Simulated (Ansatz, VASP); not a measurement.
Two plane-wave programs on YbCrO2

```
Cr Yb O
1.0
     1.75776    3.04452    0.00000
    -1.75776    3.04452    0.00000
     0.00000   -2.02968    5.46858
Cr Yb O
1 1 2
Direct
  0.00000 0.00000 0.00000
  0.50000 0.50000 0.50000
  0.10800 0.10800 0.32400
  0.89200 0.89200 0.67600
```

Alike in both runs: task single point; functional PBE; k mesh 6 × 6 × 6; no spin polarisation.

|  | VASP | Ansatz |
| --- | --- | --- |
| version | VASP 6.6.1 | Ansatz 0.2.0 |
| potentials or method | VASP PAW PBE potentials, release 64 (Cr_sv, Yb, O), cutoff 600 eV | PAW plane waves |
| occupations | fermi-dirac, width 0.1 eV | fermi-dirac |
| valence electrons in the cell | 50 | 50 |

|  | VASP | Ansatz | Ansatz less VASP |
| --- | --- | --- | --- |
| pressure (GPa) | 3.4 | 3.7 | +0.31 |
| traceless stress, the component that is largest in VASP (GPa) | 0.53 | 0.82 | +0.291 |
| rms of the force components (eV/Å) | 0.317 | 0.295 | -0.0223 |

Atom by atom the forces differ by 0.022 eV/Å (rms over components). Ansatz's warnings: structure snapped to symmetry.

Neither program's run includes spin-orbit coupling.
